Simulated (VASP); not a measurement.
# Cu in VASP: further runs

Cu is run at these levels: PBE; tasks: relaxation of cell and atoms, single point.

All numbers are computed with VASP 6.6.1; they aren't measurements. Logs are shortened: lines on timing, memory, paths and dates and some standing lists are left out, and cuts for length are marked.

### 1 The cell of the first run

It takes space group R-3m (No. 166, trigonal). Conventional cell: a = 3.100 Å, b = 3.100 Å, c = 8.624 Å, α = 90.00°, β = 90.00°, γ = 120.00°. Within 2.7 Å of Cu (site symmetry 3m) lie 6 Cu at 2.08 to 2.56 Å.

### 2 Relaxation of cell and atoms, PBE

INCAR

```
SYSTEM = Cu
PREC = Accurate ; ENCUT = 600
EDIFF = 1E-7 ; ISMEAR = 0
SIGMA = 0.1 ; LREAL = .FALSE.
LASPH = .TRUE. ; NELM = 100
ALGO = Normal ; ISIF = 3
LWAVE = .FALSE. ; LCHARG = .FALSE.
GGA = PE ; IBRION = 2
NSW = 90 ; EDIFFG = -0.04
```

KPOINTS

```
regular mesh
0
G
  6 6 6
  0 0 0
```

POSCAR

```
Cu
1.0
    1.5501307534      0.8949684078      2.8745316323
   -1.5501307534      0.8949684078      2.8745316323
    0.0000000000     -1.7899368155      2.8745316323
Cu
2
Direct
    0.2275400000      0.2275400000      0.2275400000
    0.7724600000      0.7724600000      0.7724600000
```

Potentials or basis: VASP PAW PBE potentials, release 64 (Cu).

On the command line:

```console
$ cat potpaw_PBE.64/Cu/POTCAR > POTCAR
$ mpirun -np 1 vasp_std > vasp.out
```

OUTCAR:

```text
SYSTEM = Cu
   PREC = Accurate
   ENCUT = 600
   EDIFF = 1E-7
   ISMEAR = 0
   LREAL = .FALSE.
   LASPH = .TRUE.
   NELM = 100
   ISIF = 3
   GGA = PE
   IBRION = 2
   NSW = 90
   EDIFFG = -0.04

 ion  position               nearest neighbor table
   1  0.228  0.228  0.228-   2 2.08   2 2.08   2 2.08   2 2.56   2 2.56   2 2.56
   2  0.772  0.772  0.772-   1 2.08   1 2.08   1 2.08   1 2.56   1 2.56   1 2.56

  LATTYP: Found a trigonal (rhomboedric) cell.
 ALAT       =     3.3862672530
 COS(alpha) =     0.5808936906

  Lattice vectors:

 A1 = (   1.5501307534,   0.8949684078,   2.8745316323)
 A2 = (  -1.5501307534,   0.8949684078,   2.8745316323)
 A3 = (   0.0000000000,  -1.7899368155,   2.8745316323)

Analysis of symmetry for initial positions (statically):
=====================================================================
 Subroutine PRICEL returns:
 Original cell was already a primitive cell.

 Routine SETGRP: Setting up the symmetry group for a
 trigonal (rhombohedral) supercell.

 Subroutine GETGRP returns: Found 12 space group operations
 (whereof 12 operations were pure point group operations)
 out of a pool of 12 trial point group operations.

The static configuration has the point symmetry D_3d.

Analysis of symmetry for dynamics (positions and initial velocities):
=====================================================================
 Subroutine PRICEL returns:
 Original cell was already a primitive cell.

 Routine SETGRP: Setting up the symmetry group for a
 trigonal (rhombohedral) supercell.

 Subroutine GETGRP returns: Found 12 space group operations
 (whereof 12 operations were pure point group operations)
 out of a pool of 12 trial point group operations.

The dynamic configuration has the point symmetry D_3d.

 Subroutine INISYM returns: Found 12 space group operations
 (whereof 12 operations are pure point group operations),
 and found     1 'primitive' translations

----------------------------------------------------------------------------------------

                                     Primitive cell

  volume of cell :      23.9273

  direct lattice vectors                    reciprocal lattice vectors
     1.550130753  0.894968408  2.874531632     0.322553436  0.186226313  0.115960920
    -1.550130753  0.894968408  2.874531632    -0.322553436  0.186226313  0.115960920
     0.000000000 -1.789936815  2.874531632     0.000000000 -0.372452626  0.115960920

  length of vectors
     3.386267253  3.386267253  3.386267253     0.390087033  0.390087033  0.390087033

  position of ions in fractional coordinates (direct lattice)
     0.227540000  0.227540000  0.227540000
     0.772460000  0.772460000  0.772460000

  ion indices of the primitive-cell ions
   primitive index   ion index
                 1           1
                 2           2

----------------------------------------------------------------------------------------

 KPOINTS: regular mesh

Automatic generation of k-mesh.
 Grid dimensions read from file:
 generate k-points for:    6    6    6

 Generating k-lattice:

  Cartesian coordinates                     Fractional coordinates (reciprocal lattice)
     0.053758906  0.031037719  0.019326820     0.166666667  0.000000000 -0.000000000
    -0.053758906  0.031037719  0.019326820     0.000000000  0.166666667 -0.000000000
     0.000000000 -0.062075438  0.019326820    -0.000000000 -0.000000000  0.166666667

  Length of vectors
     0.065014506  0.065014506  0.065014506

  Shift w.r.t. Gamma in fractional coordinates (k-lattice)
     0.000000000  0.000000000  0.000000000

 Subroutine IBZKPT returns following result:
 ===========================================

 Found     32 irreducible k-points:

 Following reciprocal coordinates:
            Coordinates               Weight
  0.000000  0.000000  0.000000      1.000000
  0.166667 -0.000000  0.000000      6.000000
  0.333333 -0.000000  0.000000      6.000000
  0.500000 -0.000000  0.000000      3.000000
  0.166667  0.166667  0.000000      6.000000
  0.333333  0.166667  0.000000     12.000000
[... 16 lines left out ...]
  0.500000  0.500000  0.166667      6.000000
 -0.333333  0.500000  0.166667     12.000000
 [... further k-points ...]
   k-points           NKPTS =     32   k-points in BZ     NKDIM =     32   number of bands    NBANDS=     15
   number of dos      NEDOS =    301   number of ions     NIONS =      2
   total plane-waves  NPLWV =  21952
   dimension x,y,z NGX =    28 NGY =   28 NGZ =   28
   dimension x,y,z NGXF=    56 NGYF=   56 NGZF=   56
   ions per type =               2
   NGX,Y,Z   is equivalent  to a cutoff of  13.75, 13.75, 13.75 a.u.
   NGXF,Y,Z  is equivalent  to a cutoff of  27.49, 27.49, 27.49 a.u.
 SYSTEM =  Cu
   PREC   = accura    normal or accurate (medium, high low for compatibility)
   ISTART =      0    job   : 0-new  1-cont  2-samecut
   ICHARG =      2    charge: 1-file 2-atom 10-const
   ISPIN  =      1    spin polarized calculation?
   LNONCOLLINEAR =      F non collinear calculations
   LSORBIT =      F    spin-orbit coupling
   LASPH  =      T    aspherical Exc in radial PAW
   ENCUT  =  600.0 eV  44.10 Ry    6.64 a.u.   6.76  6.76  6.76*2*pi/ulx,y,z
   NELM   =    100;   NELMIN=  2; NELMDL= -5     # of ELM steps
   EDIFF  = 0.1E-06   stopping-criterion for ELM
   LREAL  =      F    real-space projection
   EDIFFG = -.4E-01   stopping-criterion for IOM
   NSW    =     90    number of steps for IOM
   IBRION =      2    ionic relax: 0-MD 1-quasi-New 2-CG
   NFREE  =      1    steps in history (QN), initial steepest desc. (CG)
   ISIF   =      3    stress and relaxation
   ISYM   =      2    0-nonsym 1-usesym 2-fastsym
   POTIM  = 0.5000    time-step for ionic-motion
   TEBEG  =    0.0;   TEEND  =   0.0 temperature during run
   PSTRESS=    0.0 pullay stress
   NELECT =      22.0000    total number of electrons
   NUPDOWN=      -1.0000    fix difference up-down
   EMIN   =  10.00;   EMAX   =-10.00  energy-range for DOS
   EFERMI =   0.00;   METHOD = LEGACY
   ISMEAR =     0;   SIGMA  =   0.10  broadening in eV -4-tet -1-fermi 0-gaus
   EFERMI_NEDOS =   21; number of points for ismear=-14 and -15
   IALGO  =     38    algorithm
   IMIX   =      4    mixing-type and parameters
     AMIX     =   0.40;   BMIX     =  1.00
     AMIX_MAG =   1.60;   BMIX_MAG =  1.00
  volume/ion in A,a.u.               =      11.96        80.73
  Fermi-wavevector in a.u.,A,eV,Ry     =   1.591907  3.008267 34.479432  2.534167
  Thomas-Fermi vector in A             =   2.690374
   LORBIT       =      0    0 simple, 1 ext, 2 COOP (PROOUT), +10 PAW based schemes
   GGA     = PE    functional components
   LHFCALC =     F    Hartree Fock is set to
   AEXX    =    0.0000 exact exchange contribution
   IVDW    =     0    specifies the selected vdW correction
   LEPSILON=     F    determine dielectric tensor
   LRPA    =     F    only Hartree local field effects (RPA)
 conjugate gradient relaxation of ions
 non-spin polarized calculation
 Gauss-broadening in eV      SIGMA  =   0.10
  energy-cutoff  :      600.00
  volume of cell :       23.93
 maximum number of plane-waves:       812
   NGX = 13   NGY = 13   NGZ = 13

--------------------------------------- Ionic step        1  -------------------------------------------

 number of electron      21.9999998 magnetization

 Free energy of the ion-electron system (eV)
  ---------------------------------------------------
  ext. energy  EPLUGINS =         0.00000000
  ---------------------------------------------------
  free energy    TOTEN  =        -5.41044762 eV

  energy without entropy =       -5.40526422  energy(sigma->0) =       -5.40785592

------------------------ aborting loop because EDIFF is reached ----------------------------------------

  FORCE on cell =-STRESS in cart. coord.  units (eV):
  Direction    XX          YY          ZZ          XY          YZ          ZX
  --------------------------------------------------------------------------------------
  -------------------------------------------------------------------------------------
  Total        6.1170447      6.1170447      4.9725679      0.0000000      0.0000000      0.0000000
  in kB      409.5980301    409.5980301    332.9637268      0.0000000      0.0000000      0.0000000
  external PRESSURE =     384.0532623 kB  Pullay stress =       0.0000000 kB
[... 23 lines left out ...]
--------------------------------------- Ionic step        2  -------------------------------------------

 number of electron      21.9999988 magnetization

 E-fermi :   3.4745     XC(G=0): -10.4817

 val. band max:        3.4569741813   @ k =  -0.3333   0.1667   0.1667
 cond. band min:       3.7220857114   @ k =  -0.1667   0.5000   0.1667
 fundamental gap:      0.2651115301
 Fermi energy:         3.4744697155

 k-point     1 :       0.0000    0.0000    0.0000
  band No.  band energies     occupation
      1      -3.1856      2.00000
      2       0.4919      2.00000
      3       0.4919      2.00000
      4       0.6008      2.00000
      5       0.8144      2.00000
      6       0.8144      2.00000
      7       2.1727      2.00000
      8       2.1727      2.00000
      9       2.1904      2.00000
     10       2.5832      2.00000
     11       2.5832      2.00000
     12      10.2942      0.00000
     13      12.7198      0.00000
     14      12.7198      0.00000
[... 401 lines left out ...]
      2       0.4922      2.00000
      3       0.7005      2.00000
      4       0.9171      2.00000
      5       1.0884      2.00000
      6       1.7214      2.00000
      7       1.7621      2.00000
      8       1.8909      2.00000
      9       1.9762      2.00000
     10       2.1180      2.00000
     11       3.9012      0.00000
     12       4.8935      0.00000
     13       5.3763      0.00000
     14       6.3076      0.00000
     15      12.8448      0.00000

 [... further k-points ...]

------------------------ aborting loop because EDIFF is reached ----------------------------------------

  FORCE on cell =-STRESS in cart. coord.  units (eV):
  Direction    XX          YY          ZZ          XY          YZ          ZX
  --------------------------------------------------------------------------------------
  -------------------------------------------------------------------------------------
  Total       -3.2409657     -3.2409657     -2.3704756      0.0000000     -0.0000000      0.0000000
  in kB     -147.1464502   -147.1464502   -107.6244278      0.0000000     -0.0000000      0.0000000
  external PRESSURE =    -133.9724428 kB  Pullay stress =       0.0000000 kB
[... 53 lines left out ...]
  FREE ENERGIE OF THE ION-ELECTRON SYSTEM (eV)
  ---------------------------------------------------
  free  energy   TOTEN  =        -6.4775801580 eV

  energy  without entropy=       -6.4749496019  energy(sigma->0) =       -6.47626488

[... ionic steps 4 to 26 ...]

--------------------------------------- Ionic step       27  -------------------------------------------

 number of electron      21.9999976 magnetization

------------------------ aborting loop because EDIFF is reached ----------------------------------------
[... 67 lines left out ...]
--------------------------------------- Ionic step       29  -------------------------------------------

 number of electron      21.9999967 magnetization

 Free energy of the ion-electron system (eV)
  ---------------------------------------------------
  ext. energy  EPLUGINS =         0.00000000
  ---------------------------------------------------
  free energy    TOTEN  =        -7.38200379 eV

  energy without entropy =       -7.37807166  energy(sigma->0) =       -7.38003772

 E-fermi :   7.2383     XC(G=0): -12.6263

 val. band max:        7.1979779508   @ k =   0.5000   0.1667   0.0000
 cond. band min:       7.3520498593   @ k =   0.5000   0.3333   0.1667
 fundamental gap:      0.1540719085
 Fermi energy:         7.2383485847

 k-point     1 :       0.0000    0.0000    0.0000
  band No.  band energies     occupation
      1      -1.8495      2.00000
      2       2.4402      2.00000
      3       4.3321      2.00000
      4       4.3321      2.00000
      5       4.3396      2.00000
      6       4.3396      2.00000
      7       4.4791      2.00000
      8       5.1914      2.00000
      9       5.1914      2.00000
     10       5.7595      2.00000
     11       5.7595      2.00000
     12       6.6814      2.00000
     13      11.4372      0.00000
     14      27.9227      0.00000
[... 401 lines left out ...]
      2       2.8521      2.00000
      3       3.2720      2.00000
      4       3.9758      2.00000
      5       4.4438      2.00000
      6       4.7182      2.00000
      7       4.9400      2.00000
      8       5.3856      2.00000
      9       5.7589      2.00000
     10       5.7979      2.00000
     11       7.7924      0.00000
     12       8.5479      0.00000
     13      12.1050      0.00000
     14      15.9121      0.00000
     15      17.0909      0.00000

 [... further k-points ...]

------------------------ aborting loop because EDIFF is reached ----------------------------------------

  FORCE on cell =-STRESS in cart. coord.  units (eV):
  Direction    XX          YY          ZZ          XY          YZ          ZX
  --------------------------------------------------------------------------------------
  -------------------------------------------------------------------------------------
  Total       -0.0029054     -0.0029054     -0.0345955      0.0000000     -0.0000000      0.0000000
  in kB       -0.1936610     -0.1936610     -2.3059710      0.0000000     -0.0000000      0.0000000
  external PRESSURE =      -0.8977643 kB  Pullay stress =       0.0000000 kB
[... 17 lines left out ...]
  FREE ENERGIE OF THE ION-ELECTRON SYSTEM (eV)
  ---------------------------------------------------
  free  energy   TOTEN  =        -7.3820037858 eV

  energy  without entropy=       -7.3780716555  energy(sigma->0) =       -7.38003772

 reached required accuracy - stopping structural energy minimisation
```

Run time: 4.2 min. Hardware: 1 thread of AMD EPYC 9R45 (Zen 5), shared host; peak memory 0.14 GiB.

Results:

* Free energy: -7.3820 eV
* Relaxed volume: 12.02 Å³/atom
* Relaxed cell: a = 4.382 Å, b = 4.382 Å, c = 4.382 Å, α = 34.46°, β = 34.46°, γ = 34.46°
* Space group after relaxing (to 0.05 Å): R-3m (No. 166)
* Energy gained by relaxing: 985.8 meV/atom
* Ionic steps: 29
* Pressure after relaxing: -0.1 GPa
* Largest force after relaxing: 0.015 eV/Å
* Band gap on the k mesh: zero (band 11 reaches 10.51 eV, above the bottom of band 12 at 5.22 eV)

Forces on the atoms (eV/Å):
```
Cu   0.000  0.000  0.015
Cu   0.000  0.000 -0.015
```

Step by step:
```
step  energy change (eV)  largest force (eV/Å)  pressure (GPa)  volume (Å³)
   1              0.0000                4.7591           38.41        23.93
   2             -0.7321                0.1946          -13.40        35.29
   3             -1.0671                0.6583           -5.16        29.82
   4             -1.0679                0.7082           -4.68        29.66
   5             -1.0679                0.7550           -4.20        29.51
   6             -1.1601                0.3792           -1.88        28.32
   7             -1.2008                0.2073            1.96        27.09
   8             -1.3012                0.4741            0.63        27.05
   9             -1.4610                0.9505           -1.49        26.81
  10             -1.6606                1.8747           -1.12        25.72
  11             -0.0923                3.1849           47.71        21.61
  12             -1.5957                2.2877            1.33        25.53
  13             -1.6238                2.1865            0.69        25.55
  14             -1.6812                1.8765           -0.97        25.55
  15             -1.6568                1.2825           -2.57        25.38
  16             -1.6962                1.6957           -1.60        25.53
  17             -1.6975                1.6416           -1.75        25.51
  18             -1.7218                1.5823           -2.01        25.46
  19             -1.7882                1.4045           -2.54        25.29
  20             -1.8867                0.9925           -2.71        24.94
  21             -1.8807                0.2815            1.94        24.15
  22             -1.9207                0.5475           -1.44        24.59
  23             -1.9214                0.4406           -1.10        24.53
  24             -1.9404                0.3224           -1.04        24.42
  25             -1.9695                0.0058           -0.29        24.11
  26             -1.9710                0.0741            0.12        24.02
  27             -1.9710                0.0833            0.12        24.01
  28             -1.9714                0.0499            0.03        24.02
  29             -1.9716                0.0151           -0.09        24.04
```

Final structure:
```
Cu
1.0
     1.29806    0.74943    4.11810
    -1.29806    0.74943    4.11810
     0.00000   -1.49887    4.11810
Cu
2
Cartesian
  0.0000 0.0000 3.0876
  0.0000 0.0000 9.2667
```

Caveat: the k points lie up to 0.47 Å⁻¹ apart in the final cell.

(Part 1 of 2 ends here.)
